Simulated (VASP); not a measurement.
Here is a VASP 6.6.1 calculation.

POSCAR

```
C
1.0
    2.4657190382      0.0000000000      0.0000000000
   -1.2328595191      2.1353753257      0.0000000000
    0.0000000000      0.0000000000     26.0032200122
C
2
Direct
    0.6666666667      0.3333333333      0.4999999925
    0.3333333333      0.6666666667      0.5000000075
```

File INCAR.step1:

```
SYSTEM = C
  PREC = Accurate
  ENCUT = 520
  ISMEAR = 0
  SIGMA = 0.1
  LREAL = .False.
  LASPH = .True.
  NELM = 80
  LDIPOL = .True.
  IDIPOL = 3
  DIPOL = 0.5 0.5 0.500
  NBANDS = 11
  GGA = PE
  ALGO = Normal
  EDIFF = 1E-4
  LWAVE = .True.
  LCHARG = .False.
```

The input INCAR.step2:

```
SYSTEM = C
  PREC = Accurate
  ENCUT = 520
  EDIFF = 1E-6
  ISMEAR = 0
  SIGMA = 0.1
  LREAL = .False.
  LASPH = .True.
  NELM = 80
  ALGO = Normal
  ISIF = 2
  LWAVE = .False.
  LCHARG = .False.
  LDIPOL = .True.
  IDIPOL = 3
  DIPOL = 0.5 0.5 0.500
  METAGGA = R2SCAN
  LMIXTAU = .True.
  NBANDS = 11
  ISTART = 1
```

File KPOINTS:

```
Automatic mesh
0
Gamma
  18 18 1
  0 0 0
```

Potentials or basis: VASP PAW PBE potentials, release 64 (C).

Launch:

```bash
$ cat potpaw_PBE.64/C/POTCAR > POTCAR
$ cp INCAR.step1 INCAR
$ mpirun -np 1 vasp_std > vasp.out
$ cp INCAR.step2 INCAR
$ mpirun -np 1 vasp_std > vasp.out
```

(1) Estimate the band gap on the k mesh.

Answers

(1) zero (filled and empty bands touch).
